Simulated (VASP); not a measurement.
The system is CaO.

```xyz
4
Lattice="3.3199 0.0000 0.0000 -1.6600 2.8751 0.0000 0.0000 0.0000 5.8143" Properties=species:S:1:pos:R:3 pbc="T T T"
Ca    0.0000    0.0000    0.0000
Ca    0.0000    0.0000    2.9072
O     0.0000    1.9168    1.4536
O     1.6600    0.9584    4.3607
```

Base run:

```yaml
Program: VASP 6.6.1
Functional: r2SCAN
Potentials_or_basis: VASP PAW PBE potentials, release 64 (Ca_sv, O)
Cutoff: 520 eV
k_mesh: 12 × 12 × 4
Occupations: gaussian, width 0.01 eV
Spin: no spin polarisation
```

Its results: band gap on the k mesh 4.40 eV; pressure 1.1 GPa.

Problem. The run is repeated on the same cell with these changes: functional from r2SCAN to PBE; further incar settings from ALGO = Normal; EDIFF = 1e-06; NBANDS = 24 to ALGO = Normal; EDIFF = 1e-07; NBANDS = 24. What comes out?

Solution. Band gap on the k mesh 3.83 eV; pressure 3.3 GPa.

Caveats: the PAW data sets were made with another functional, which shifts forces and pressure a little (at least some runs); the cell stands under pressure (at least some runs).

A k mesh can miss the band edges.
